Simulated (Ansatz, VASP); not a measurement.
Na4Sb in VASP and in Ansatz

```
Na Sb
1.0
    -3.63570    3.63570    3.63570
     3.63570   -3.63570    3.63570
     3.63570    3.63570   -3.63570
Na Sb
4 1
Cartesian
  1.8179 1.8179 1.8179
  1.8179 1.8179 -1.8179
  1.8179 -1.8179 1.8179
  -1.8179 1.8179 1.8179
  0.0000 0.0000 0.0000
```

Alike in both runs: functional PBE; k mesh 4 × 4 × 4; occupations gaussian, width 0.1 eV; no spin polarisation.

Ansatz relaxed the structure, and its values are those at the end. VASP's run is a single point on that final structure, the one shown.

|  | VASP | Ansatz |
| --- | --- | --- |
| version | VASP 6.6.1 | Ansatz 0.2.0 |
| potentials or method | VASP PAW PBE potentials, release 64 (Na_pv, Sb), cutoff 520 eV | scalar-relativistic, plane waves, PAW |
| valence electrons in the cell | 33 | 51 |

Ansatz gave:

- gap on the k mesh at the Fermi level (eV): none
- pressure (GPa): 0.0

Question: What did VASP give for the same quantities?

Answer: gap on the k mesh at the Fermi level (eV): none; pressure (GPa): 0.1.

A gap of «none» marks a metal or a gap that the smearing closes. VASP's potentials hold 33 valence electrons a cell and Ansatz's 51, so a difference there can come from the potentials and not from the codes.

Neither program's run includes spin-orbit coupling.
